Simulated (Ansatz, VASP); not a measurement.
## Two plane-wave programs on Ga

```
Ga
1.0
     2.26150   -3.83050    0.00000
     2.26150    3.83050    0.00000
     0.00000    0.00000    4.52400
Ga
4
Direct
  0.84510 0.15490 0.08100
  0.65490 0.34510 0.58100
  0.15490 0.84510 0.91900
  0.34510 0.65490 0.41900
```

Alike in both runs: task relaxation of cell and atoms; functional PBE; k mesh 6 × 6 × 4; occupations gaussian, width 0.05 eV; no spin polarisation.

|  | VASP | Ansatz |
| --- | --- | --- |
| version | VASP 6.6.1 | Ansatz 0.2.0 |
| potentials or method | VASP PAW PBE potentials, release 64 (Ga_d), cutoff 600 eV | scalar-relativistic, plane waves, PAW |
| valence electrons in the cell | 52 | 52 |

VASP gave:

- gap on the k mesh at the Fermi level, each at its own relaxed structure (eV): none
- relaxed volume (Å³/atom): 20.35
- relaxed cell length with the largest relative difference (Å): 4.502

Question: What did Ansatz give for the same quantities?

Answer: gap on the k mesh at the Fermi level, each at its own relaxed structure (eV): none; relaxed volume (Å³/atom): 20.31; relaxed cell length with the largest relative difference (Å): 4.487.

A gap of «none» marks a metal or a gap that the smearing closes.
